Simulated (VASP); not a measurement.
# MgS (F-43m) in VASP: further runs

The runs below take MgS through single point, with HSE06, PBE-based screened hybrid with 10 % exact exchange, PBE-based screened hybrid with 30 % exact exchange.

Program: VASP 6.6.1. These are calculated values, not measurements. Logs are shortened: lines on timing, memory, paths and dates and some standing lists are left out, and cuts for length are marked.

### 1 The cell of the first run

It takes space group F-43m (No. 216, cubic). The conventional cell has a = 5.662 Å, b = 5.662 Å, c = 5.662 Å, α = 90.00°, β = 90.00°, γ = 90.00°. Mg (site symmetry -43m) has 4 S at 2.45 Å within 3.2 Å. Within 3.2 Å of S (site symmetry -43m) lie 4 Mg at 2.45 Å.

### 2 Single point, HSE06

Input file POSCAR:

```
MgS
1.0
    0.0000000000      2.8308747668      2.8308747668
    2.8308747668      0.0000000000      2.8308747668
    2.8308747668      2.8308747668      0.0000000000
Mg S
1 1
Direct
    0.0000000000      0.0000000000      0.0000000000
    0.7500000000      0.7500000000      0.7500000000
```

Input file INCAR.step1:

```
SYSTEM = MgS
  ALGO = Normal
  EDIFF = 1E-5
  ENCUT = 520
  GGA = PE
  ISIF = 2
  ISMEAR = 0
  LASPH = .True.
  LCHARG = .False.
  LREAL = .False.
  LWAVE = .True.
  NBANDS = 11
  NELM = 60
  PREC = Accurate
  SIGMA = 0.01
```

Input file INCAR.step2:

```
SYSTEM = MgS
  ALGO = Normal
  EDIFF = 1E-6
  ENCUT = 520
  GGA = PE
  HFSCREEN = 0.2079
  ISIF = 2
  ISMEAR = 0
  ISTART = 1
  LASPH = .True.
  LCHARG = .False.
  LHFCALC = .True.
  LREAL = .False.
  LWAVE = .False.
  NBANDS = 11
  NELM = 60
  PREC = Accurate
  PRECFOCK = Normal
  SIGMA = 0.01
```

Input file KPOINTS:

```
k-points
0
Gamma
  4 4 4
  0 0 0
```

Potentials or basis: VASP PAW PBE potentials, release 64 (Mg, S).

The run is started by

```
$ cat potpaw_PBE.64/Mg/POTCAR potpaw_PBE.64/S/POTCAR > POTCAR
$ cp INCAR.step1 INCAR
$ mpirun -np 1 vasp_std > vasp.out
$ cp INCAR.step2 INCAR
$ mpirun -np 1 vasp_std > vasp.out
```

OUTCAR:

```text
SYSTEM = MgS
   EDIFF = 1E-6
   ENCUT = 520
   GGA = PE
   HFSCREEN = 0.2079
   ISIF = 2
   ISMEAR = 0
   ISTART = 1
   LASPH = .True.
   LHFCALC = .True.
   LREAL = .False.
   NELM = 60
   PREC = Accurate
   PRECFOCK = Normal

 ion  position               nearest neighbor table
   1  0.000  0.000  0.000-   2 2.45   2 2.45   2 2.45   2 2.45
   2  0.750  0.750  0.750-   1 2.45   1 2.45   1 2.45   1 2.45

  LATTYP: Found a face centered cubic cell.
 ALAT       =     5.6617495336

  Lattice vectors:

 A1 = (   0.0000000000,   2.8308747668,   2.8308747668)
 A2 = (   2.8308747668,   0.0000000000,   2.8308747668)
 A3 = (   2.8308747668,   2.8308747668,   0.0000000000)

Analysis of symmetry for initial positions (statically):
=====================================================================
 Subroutine PRICEL returns:
 Original cell was already a primitive cell.

 Routine SETGRP: Setting up the symmetry group for a
 face centered cubic supercell.

 Subroutine GETGRP returns: Found 24 space group operations
 (whereof 24 operations were pure point group operations)
 out of a pool of 48 trial point group operations.

The static configuration has the point symmetry T_d .

Analysis of symmetry for dynamics (positions and initial velocities):
=====================================================================
 Subroutine PRICEL returns:
 Original cell was already a primitive cell.

 Routine SETGRP: Setting up the symmetry group for a
 face centered cubic supercell.

 Subroutine GETGRP returns: Found 24 space group operations
 (whereof 24 operations were pure point group operations)
 out of a pool of 48 trial point group operations.

The dynamic configuration has the point symmetry T_d .

 Subroutine INISYM returns: Found 24 space group operations
 (whereof 24 operations are pure point group operations),
 and found     1 'primitive' translations

----------------------------------------------------------------------------------------

                                     Primitive cell

  volume of cell :      45.3724

  direct lattice vectors                    reciprocal lattice vectors
     0.000000000  2.830874767  2.830874767    -0.176623850  0.176623850  0.176623850
     2.830874767  0.000000000  2.830874767     0.176623850 -0.176623850  0.176623850
     2.830874767  2.830874767  0.000000000     0.176623850  0.176623850 -0.176623850

  length of vectors
     4.003461489  4.003461489  4.003461489     0.305921482  0.305921482  0.305921482

  position of ions in fractional coordinates (direct lattice)
     0.000000000  0.000000000  0.000000000
     0.750000000  0.750000000  0.750000000

  ion indices of the primitive-cell ions
   primitive index   ion index
                 1           1
                 2           2

----------------------------------------------------------------------------------------

 KPOINTS: k-points

Automatic generation of k-mesh.
 Grid dimensions read from file:
 generate k-points for:    4    4    4

 Generating k-lattice:

  Cartesian coordinates                     Fractional coordinates (reciprocal lattice)
    -0.044155962  0.044155962  0.044155962     0.250000000  0.000000000  0.000000000
     0.044155962 -0.044155962  0.044155962     0.000000000  0.250000000  0.000000000
     0.044155962  0.044155962 -0.044155962     0.000000000  0.000000000  0.250000000

  Length of vectors
     0.076480370  0.076480370  0.076480370

  Shift w.r.t. Gamma in fractional coordinates (k-lattice)
     0.000000000  0.000000000  0.000000000

 Subroutine IBZKPT returns following result:
 ===========================================

 Found      8 irreducible k-points:

 Following reciprocal coordinates:
            Coordinates               Weight
  0.000000  0.000000  0.000000      1.000000
  0.250000  0.000000  0.000000      8.000000
  0.500000  0.000000  0.000000      4.000000
  0.250000  0.250000  0.000000      6.000000
  0.500000  0.250000  0.000000     24.000000
 -0.250000  0.250000  0.000000     12.000000
  0.500000  0.500000  0.000000      3.000000
 -0.250000  0.500000  0.250000      6.000000
   k-points           NKPTS =      8   k-points in BZ     NKDIM =     64   number of bands    NBANDS=     11
   number of dos      NEDOS =    301   number of ions     NIONS =      2
   total plane-waves  NPLWV =  27000
   dimension x,y,z NGX =    30 NGY =   30 NGZ =   30
   dimension x,y,z NGXF=    60 NGYF=   60 NGZF=   60
   ions per type =               1   1
   NGX,Y,Z   is equivalent  to a cutoff of  12.46, 12.46, 12.46 a.u.
   NGXF,Y,Z  is equivalent  to a cutoff of  24.92, 24.92, 24.92 a.u.
 SYSTEM =  MgS
   PREC   = accura    normal or accurate (medium, high low for compatibility)
   ISTART =      1    job   : 0-new  1-cont  2-samecut
   ICHARG =      0    charge: 1-file 2-atom 10-const
   ISPIN  =      1    spin polarized calculation?
   LNONCOLLINEAR =      F non collinear calculations
   LSORBIT =      F    spin-orbit coupling
   LASPH  =      T    aspherical Exc in radial PAW
   ENCUT  =  520.0 eV  38.22 Ry    6.18 a.u.   7.44  7.44  7.44*2*pi/ulx,y,z
   NELM   =     60;   NELMIN=  2; NELMDL=  0     # of ELM steps
   EDIFF  = 0.1E-05   stopping-criterion for ELM
   LREAL  =      F    real-space projection
   EDIFFG = 0.1E-04   stopping-criterion for IOM
   NSW    =      0    number of steps for IOM
   IBRION =     -1    ionic relax: 0-MD 1-quasi-New 2-CG
   NFREE  =      0    steps in history (QN), initial steepest desc. (CG)
   ISIF   =      2    stress and relaxation
   ISYM   =      3    0-nonsym 1-usesym 2-fastsym
   POTIM  = 0.5000    time-step for ionic-motion
   TEBEG  =    0.0;   TEEND  =   0.0 temperature during run
   PSTRESS=    0.0 pullay stress
   NELECT =       8.0000    total number of electrons
   NUPDOWN=      -1.0000    fix difference up-down
   EMIN   =  10.00;   EMAX   =-10.00  energy-range for DOS
   EFERMI =   0.00;   METHOD = LEGACY
   ISMEAR =     0;   SIGMA  =   0.01  broadening in eV -4-tet -1-fermi 0-gaus
   EFERMI_NEDOS =   21; number of points for ismear=-14 and -15
   IALGO  =     38    algorithm
   IMIX   =      1    mixing-type and parameters
     AMIX     =   0.40;   BMIX     =  1.00
     AMIX_MAG =   1.60;   BMIX_MAG =  1.00
  volume/ion in A,a.u.               =      22.69       153.09
  Fermi-wavevector in a.u.,A,eV,Ry     =   0.917996  1.734761 11.465859  0.842717
  Thomas-Fermi vector in A             =   2.043028
   LORBIT       =      0    0 simple, 1 ext, 2 COOP (PROOUT), +10 PAW based schemes
   GGA     = PE    functional components
   LHFCALC =     T    Hartree Fock is set to
   PRECFOCK=normal    Normal, Fast or Accurate (Low or Medium for compatibility)
   ENCUT4O =  -1.0   cutoff for four orbital integrals eV
   NKREDX  =     1    reduce k-point grid by
   NKREDY  =     1    reduce k-point grid by
   NKREDZ  =     1    reduce k-point grid by
   AEXX    =    0.2500 exact exchange contribution
   HFSCREEN=    0.2079 screening length (either q_TF or 0.3 A-1)
   HFSCREENC=   0.2079 screening length for correlation (either q_TF or 0.3 A-1)
   ENCUTFOCK=  -1.0 apply spherical cutoff to Coloumb kernel
   IVDW    =     0    specifies the selected vdW correction
   LEPSILON=     F    determine dielectric tensor
   LRPA    =     F    only Hartree local field effects (RPA)
 non-spin polarized calculation
 Gauss-broadening in eV      SIGMA  =   0.01
  energy-cutoff  :      520.00
  volume of cell :       45.37
 maximum number of plane-waves:      1243
 NGX is ok and might be reduce to    30
  NGX = 24; NGY = 24; NGZ = 24

 number of electron       8.0000001 magnetization

 Free energy of the ion-electron system (eV)
  ---------------------------------------------------
  ext. energy  EPLUGINS =         0.00000000
  ---------------------------------------------------
  free energy    TOTEN  =        -9.83410193 eV

  energy without entropy =       -9.83410193  energy(sigma->0) =       -9.83410193

 E-fermi :   0.3852     XC(G=0):  -7.0163

 val. band max:        0.3360960289   @ k =   0.0000   0.0000   0.0000
 cond. band min:       4.8536850589   @ k =   0.0000   0.0000   0.0000
 fundamental gap:      4.5175890300
 Fermi energy:         0.3851528214

 k-point     1 :       0.0000    0.0000    0.0000
  band No.  band energies     occupation
      1     -12.0818      2.00000
      2       0.3361      2.00000
      3       0.3361      2.00000
      4       0.3361      2.00000
      5       4.8537      0.00000
      6       9.5193      0.00000
      7       9.5193      0.00000
      8       9.5193      0.00000
      9      12.5329      0.00000
     10      12.5329      0.00000
     11      15.3808      0.00000

 k-point     2 :       0.2500    0.0000    0.0000
  band No.  band energies     occupation
      1     -11.7362      2.00000
      2      -1.6353      2.00000
      3       0.1472      2.00000
      4       0.1472      2.00000
      5       6.4176      0.00000
      6       9.3601      0.00000
      7       9.7352      0.00000
      8       9.7352      0.00000
      9      12.0916      0.00000
     10      12.0916      0.00000
     11      13.8449      0.00000

 k-point     3 :       0.5000    0.0000    0.0000
  band No.  band energies     occupation
      1     -11.3304      2.00000
      2      -3.0546      2.00000
      3      -0.0224      2.00000
      4      -0.0224      2.00000
      5       6.5628      0.00000
      6       9.1637      0.00000
      7       9.1637      0.00000
      8      10.1855      0.00000
      9      14.5808      0.00000
     10      15.0274      0.00000
     11      15.0274      0.00000

 k-point     4 :       0.2500    0.2500    0.0000
  band No.  band energies     occupation
      1     -11.6225      2.00000
      2      -1.5114      2.00000
      3      -0.2807      2.00000
      4      -0.2807      2.00000
      5       6.5700      0.00000
      6       8.0201      0.00000
      7       9.9892      0.00000
      8      11.1505      0.00000
      9      11.1505      0.00000
     10      13.6236      0.00000
     11      17.2637      0.00000

 k-point     5 :       0.5000    0.2500    0.0000
  band No.  band energies     occupation
      1     -11.2160      2.00000
      2      -2.5224      2.00000
      3      -1.0770      2.00000
      4      -0.4384      2.00000
      5       6.6026      0.00000
      6       8.5060      0.00000
      7      10.1368      0.00000
      8      10.9357      0.00000
      9      13.3882      0.00000
     10      15.2182      0.00000
     11      16.4934      0.00000

 k-point     6 :      -0.2500    0.2500    0.0000
  band No.  band energies     occupation
      1     -11.3504      2.00000
      2      -2.2674      2.00000
      3      -1.1652      2.00000
      4      -0.0411      2.00000
      5       7.8620      0.00000
      6       8.3402      0.00000
      7       9.5514      0.00000
      8      10.3094      0.00000
      9      11.6752      0.00000
     10      15.0723      0.00000
     11      16.1550      0.00000

 k-point     7 :       0.5000    0.5000    0.0000
  band No.  band energies     occupation
      1     -11.0873      2.00000
      2      -2.7141      2.00000
      3      -0.7919      2.00000
      4      -0.7919      2.00000
      5       5.1926      0.00000
      6       7.0838      0.00000
      7      12.9735      0.00000
      8      14.0923      0.00000
      9      14.0923      0.00000
     10      15.8163      0.00000
     11      15.8164      0.00000

 k-point     8 :      -0.2500    0.5000    0.2500
  band No.  band energies     occupation
      1     -11.0779      2.00000
      2      -2.1440      2.00000
      3      -1.6466      2.00000
      4      -1.0792      2.00000
      5       6.9151      0.00000
      6       9.5818      0.00000
      7       9.7148      0.00000
      8      10.1325      0.00000
      9      14.4729      0.00000
     10      15.5726      0.00000
     11      15.8023      0.00000

------------------------ aborting loop because EDIFF is reached ----------------------------------------

  FORCE on cell =-STRESS in cart. coord.  units (eV):
  Direction    XX          YY          ZZ          XY          YZ          ZX
  --------------------------------------------------------------------------------------
  -------------------------------------------------------------------------------------
  Total       -0.0158832     -0.0158832     -0.0158832      0.0000000      0.0000000      0.0000000
  in kB       -0.5608640     -0.5608640     -0.5608640      0.0000000      0.0000000      0.0000000
  external PRESSURE =      -0.5608640 kB  Pullay stress =       0.0000000 kB

 VOLUME and BASIS-vectors are now :
 -----------------------------------------------------------------------------
  energy-cutoff  :      520.00
  volume of cell :       45.37
      direct lattice vectors                 reciprocal lattice vectors
     0.000000000  2.830874767  2.830874767    -0.176623850  0.176623850  0.176623850
     2.830874767  0.000000000  2.830874767     0.176623850 -0.176623850  0.176623850
     2.830874767  2.830874767  0.000000000     0.176623850  0.176623850 -0.176623850

 POSITION                                       TOTAL-FORCE (eV/Angst)
 -----------------------------------------------------------------------------------
      0.00000      0.00000      0.00000        -0.000000     -0.000000     -0.000000
      4.24631      4.24631      4.24631         0.000000      0.000000      0.000000
 -----------------------------------------------------------------------------------
    total drift:                               -0.000001      0.000001      0.000000

  FREE ENERGIE OF THE ION-ELECTRON SYSTEM (eV)
  ---------------------------------------------------
  free  energy   TOTEN  =        -9.8341019277 eV

  energy  without entropy=       -9.8341019277  energy(sigma->0) =       -9.83410193
```

Wall time 2.5 min (1 thread of Intel Xeon 8259CL, shared host); peak memory 0.28 GiB.

What came out:

```
Free energy            : -9.8341 eV
Pressure               : -0.1 GPa
Band gap on the k mesh : 4.52 eV
```

Caveat: the k points lie up to 0.48 Å⁻¹ apart; the PAW data sets were made with another functional, which shifts forces and pressure a little.

### 3 Single point, PBE-based screened hybrid with 10 % exact exchange

POSCAR is that of step 2.

Input file INCAR.step1:

```
SYSTEM = MgS
ALGO = Normal
EDIFF = 1E-5
ENCUT = 520
GGA = PE
ISIF = 2
ISMEAR = 0
LASPH = .TRUE.
LCHARG = .FALSE.
LREAL = .FALSE.
LWAVE = .TRUE.
NBANDS = 11
NELM = 80
PREC = Accurate
SIGMA = 0.01
```

Input file INCAR.step2:

```
SYSTEM = MgS
AEXX = 0.1
ALGO = Normal
EDIFF = 1E-6
ENCUT = 520
GGA = PE
HFSCREEN = 0.1
ISIF = 2
ISMEAR = 0
ISTART = 1
LASPH = .TRUE.
LCHARG = .FALSE.
LHFCALC = .TRUE.
LREAL = .FALSE.
LWAVE = .FALSE.
NBANDS = 11
NELM = 80
PREC = Accurate
PRECFOCK = Normal
SIGMA = 0.01
```

Input file KPOINTS:

```
k-points
0
G
  4 4 4
  0 0 0
```

Potentials or basis: VASP PAW PBE potentials, release 64 (Mg, S).

The run is started by

```
$ cat potpaw_PBE.64/Mg/POTCAR potpaw_PBE.64/S/POTCAR > POTCAR
$ cp INCAR.step1 INCAR
$ mpirun -np 1 vasp_std > vasp.out
$ cp INCAR.step2 INCAR
$ mpirun -np 1 vasp_std > vasp.out
```

Wall time 2.1 min (1 thread of Intel Xeon 8259CL, shared host); peak memory 0.27 GiB.

The run converged. Its results:

| Quantity | Value |
| --- | --- |
| Free energy | -9.1189 eV |
| Pressure | 0.5 GPa |
| Band gap on the k mesh | 4.01 eV |

Levels at points of the mesh, in eV from the valence-band top:
| k point | band 1 | band 2 | band 3 | band 4 | band 5 | band 6 | band 7 | band 8 |
| --- | --- | --- | --- | --- | --- | --- | --- | --- |
| (0.00, 0.00, 0.00) | -11.74 | 0.00 | 0.00 | 0.00 | 4.01 | 8.59 | 8.59 | 8.59 |
| (0.50, 0.00, 0.00) | -11.03 | -3.25 | -0.34 | -0.34 | 5.70 | 8.26 | 8.26 | 9.25 |
| (0.50, 0.50, 0.00) | -10.80 | -2.92 | -1.08 | -1.08 | 4.40 | 6.23 | 11.90 | 13.03 |

Caveat: the k points lie up to 0.48 Å⁻¹ apart; the PAW data sets were made with another functional, which shifts forces and pressure a little.

### 4 Single point, PBE-based screened hybrid with 30 % exact exchange

POSCAR is that of step 3.

Input file INCAR.step1:

```
SYSTEM = MgS
ALGO = Normal ; EDIFF = 1E-5
ENCUT = 520 ; GGA = PE
ISIF = 2 ; ISMEAR = 0
LASPH = .True. ; LCHARG = .False.
LREAL = .False. ; LWAVE = .True.
NBANDS = 11 ; NELM = 100
PREC = Accurate ; SIGMA = 0.01
```

Input file INCAR.step2:

```
SYSTEM = MgS
AEXX = 0.3 ; ALGO = Normal
EDIFF = 1E-6 ; ENCUT = 520
GGA = PE ; HFSCREEN = 0.1
ISIF = 2 ; ISMEAR = 0
ISTART = 1 ; LASPH = .True.
LCHARG = .False. ; LHFCALC = .True.
LREAL = .False. ; LWAVE = .False.
NBANDS = 11 ; NELM = 100
PREC = Accurate ; PRECFOCK = Normal
SIGMA = 0.01
```

Input file KPOINTS:

```
k-points
0
Gamma
  4 4 4
  0 0 0
```

The run is started by

```
$ cat potpaw_PBE.64/Mg/POTCAR potpaw_PBE.64/S/POTCAR > POTCAR
$ cp INCAR.step1 INCAR
$ mpirun -np 1 vasp_std > vasp.out
$ cp INCAR.step2 INCAR
$ mpirun -np 1 vasp_std > vasp.out
```

Wall time 2.6 min (1 thread of Intel Xeon 8259CL, shared host); peak memory 0.28 GiB.

The run converged. Its results:

```
Free energy            : -10.4655 eV
Pressure               : -0.4 GPa
Band gap on the k mesh : 5.15 eV
```

Levels at points of the mesh, in eV from the valence-band top:
| k point | band 1 | band 2 | band 3 | band 4 | band 5 | band 6 | band 7 | band 8 | band 9 |
| --- | --- | --- | --- | --- | --- | --- | --- | --- | --- |
| (0.00, 0.00, 0.00) | -12.68 | 0.00 | 0.00 | 0.00 | 5.15 | 9.88 | 9.88 | 9.88 | 12.94 |
| (0.50, 0.00, 0.00) | -11.92 | -3.48 | -0.37 | -0.37 | 6.89 | 9.52 | 9.52 | 10.53 | 14.97 |
| (0.50, 0.50, 0.00) | -11.67 | -3.13 | -1.16 | -1.16 | 5.47 | 7.41 | 13.39 | 14.51 | 14.51 |

Caveat: the k points lie up to 0.48 Å⁻¹ apart; the PAW data sets were made with another functional, which shifts forces and pressure a little.

### 5 Single point, HSE06

POSCAR is that of step 4.

Input file INCAR.step1:

```
SYSTEM = MgS
PREC = Accurate
ENCUT = 520
EDIFF = 1E-5
ISMEAR = 1
SIGMA = 0.2
LREAL = .False.
LASPH = .True.
NELM = 60
ALGO = Normal
ISIF = 2
LWAVE = .True.
NBANDS = 11
GGA = PE
```

Input file INCAR.step2:

```
SYSTEM = MgS
PREC = Accurate
ENCUT = 520
EDIFF = 1E-6
ISMEAR = 1
SIGMA = 0.2
LREAL = .False.
LASPH = .True.
NELM = 60
ALGO = Normal
ISIF = 2
LWAVE = .False.
LCHARG = .True.
GGA = PE
LHFCALC = .True.
HFSCREEN = 0.2079
PRECFOCK = Normal
LELF = .True.
LVHAR = .True.
NBANDS = 11
ISTART = 1
```

Input file KPOINTS:

```
regular mesh
0
Gamma
  4 4 4
  0 0 0
```

The run is started by

```
$ cat potpaw_PBE.64/Mg/POTCAR potpaw_PBE.64/S/POTCAR > POTCAR
$ cp INCAR.step1 INCAR
$ mpirun -np 1 vasp_std > vasp.out
$ cp INCAR.step2 INCAR
$ mpirun -np 1 vasp_std > vasp.out
```

Wall time 2.5 min (1 thread of Intel Xeon 8259CL, shared host); peak memory 0.28 GiB.

It converged, with:

```yaml
Free_energy: -9.8327 eV
Pressure: -0.1 GPa
Band_gap_on_the_k_mesh: 4.51 eV
```

Levels at points of the mesh, in eV from the valence-band top:
```
           k point  band 2  band 3  band 4  band 5  band 6  band 7
(0.00, 0.00, 0.00)    0.00    0.00    0.00    4.51    9.17    9.17
(0.50, 0.00, 0.00)   -3.40   -0.37   -0.37    6.22    8.82    8.82
(0.50, 0.50, 0.00)   -3.06   -1.14   -1.14    4.85    6.74   12.63
```

Caveat: the k points lie up to 0.48 Å⁻¹ apart; the PAW data sets were made with another functional, which shifts forces and pressure a little. A k mesh can miss the band edges.

### 6 Summary

| level | smearing | share of exact exchange | screening parameter | gap on the mesh (eV) | pressure (GPa) |
| --- | --- | --- | --- | --- | --- |
| HSE06 | gaussian 0.01 eV | 0.25 | 0.2079 1/Å | 4.52 | -0.1 |
| PBE-based screened hybrid with 10 % exact exchange | gaussian 0.01 eV | 0.1 | 0.1 1/Å | 4.01 | 0.5 |
| PBE-based screened hybrid with 30 % exact exchange | gaussian 0.01 eV | 0.3 | 0.1 1/Å | 5.15 | -0.4 |
| HSE06 | methfessel-paxton 0.2 eV | 0.25 | 0.2079 1/Å | 4.51 | -0.1 |

Alike in all rows: task single point; potentials or basis VASP PAW PBE potentials, release 64 (Mg, S); no spin polarisation; cell as given; k mesh 4 × 4 × 4; cutoff (eV) 520.

Caveats: all runs use coarse meshes; the PAW data sets were made with another functional, which shifts forces and pressure a little.

Absolute energies hang on the potentials; compare differences alone.
